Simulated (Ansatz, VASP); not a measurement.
# CdSe in VASP and in Ansatz

The input POSCAR:

```
CdSe
1.0
    0.0000000000      2.8739580000      2.8739580000
    2.8739580000      0.0000000000      2.8739580000
    2.8739580000      2.8739580000      0.0000000000
Cd Se
1 1
Direct
    0.0000000000      0.0000000000      0.0000000000
    0.5000000000      0.5000000000      0.5000000000
```

INCAR.step1

```
ALGO = Normal ; EDIFF = 1E-5
ENCUT = 550 ; GGA = PE
GGA_COMPAT = False ; ISMEAR = 0
LASPH = True ; LCHARG = False
LREAL = False ; LWAVE = True
NBANDS = 16 ; NELM = 120
PREC = Accurate ; SIGMA = 0.01
```

File INCAR.step2:

```
ALGO = Normal ; EDIFF = 1E-6
ENCUT = 550 ; GGA_COMPAT = False
ISIF = 2 ; ISMEAR = 0
ISTART = 1 ; LASPH = True
LCHARG = False ; LMIXTAU = True
LREAL = False ; LWAVE = False
METAGGA = R2SCAN ; NBANDS = 16
NELM = 120 ; PREC = Accurate
SIGMA = 0.01
```

File KPOINTS:

```
k-points
0
Gamma
  5 5 5
```

Input for Ansatz:

```yaml
crystal:
  lattice:
    - [0.0, 2.873958, 2.873958]
    - [2.873958, 0.0, 2.873958]
    - [2.873958, 2.873958, 0.0]
  atoms:
    - { symbol: Cd, position: [0.0, 0.0, 0.0] }
    - { symbol: Se, position: [0.5, 0.5, 0.5] }
basis:
  ecutwfc: 653.073269903712
kpoints:
  mp_grid:
    grid: [5, 5, 5]
hamiltonian:
  xc: r2scan
scf:
  occupations:
    method: fixed
output:
  stress: true
```

Alike in both runs: task single point; functional r2SCAN; k mesh 5 × 5 × 5; no spin polarisation.

|  | VASP | Ansatz |
| --- | --- | --- |
| version | VASP 6.6.1 | Ansatz 0.2.0 |
| potentials or method | VASP PAW PBE potentials, release 64 (Cd, Se), cutoff 550 eV | plane waves, PAW |
| occupations | gaussian, width 0.01 eV | fixed |
| valence electrons in the cell | 18 | 36 |

|  | VASP | Ansatz | Ansatz less VASP |
| --- | --- | --- | --- |
| pressure (GPa) | -1.7 | -2.0 | -0.31 |

VASP's potentials were made for PBE, not for r2SCAN. VASP's potentials hold 18 valence electrons a cell and Ansatz's 36, so a difference there can come from the potentials and not from the codes.
